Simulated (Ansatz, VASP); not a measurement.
# Two plane-wave programs on CaSe

```xyz
2
Lattice="0.0000 2.9345 2.9345 2.9345 0.0000 2.9345 2.9345 2.9345 0.0000" Properties=species:S:1:pos:R:3 pbc="T T T"
Ca    0.0000    0.0000    0.0000
Se    2.9345    2.9345    2.9345
```

Alike in both runs: functional PBEsol; k mesh 14 × 14 × 14; occupations fermi-dirac, width 0.1 eV; no spin polarisation.

Ansatz relaxed the structure, and its values are those at the end. VASP's run is a single point on that final structure, the one shown.

|  | VASP | Ansatz |
| --- | --- | --- |
| version | VASP 6.6.1 | Ansatz 0.2.0 |
| potentials or method | VASP PAW PBE potentials, release 64 (Ca_sv, Se) | PAW with Ansatz's default frozen-core files, scalar-relativistic |
| plane-wave cutoff (eV) | 520 | 420 |
| valence electrons in the cell | 16 | 26 |

```csv
,VASP,Ansatz,Ansatz less VASP
pressure (GPa),0.2,0.0,-0.20
```

VASP's potentials were made for PBE, not for PBEsol. The functional is the same, so the differences come from potentials, cutoffs and numerics. VASP's potentials hold 16 valence electrons a cell and Ansatz's 26, so a difference there can come from the potentials and not from the codes.
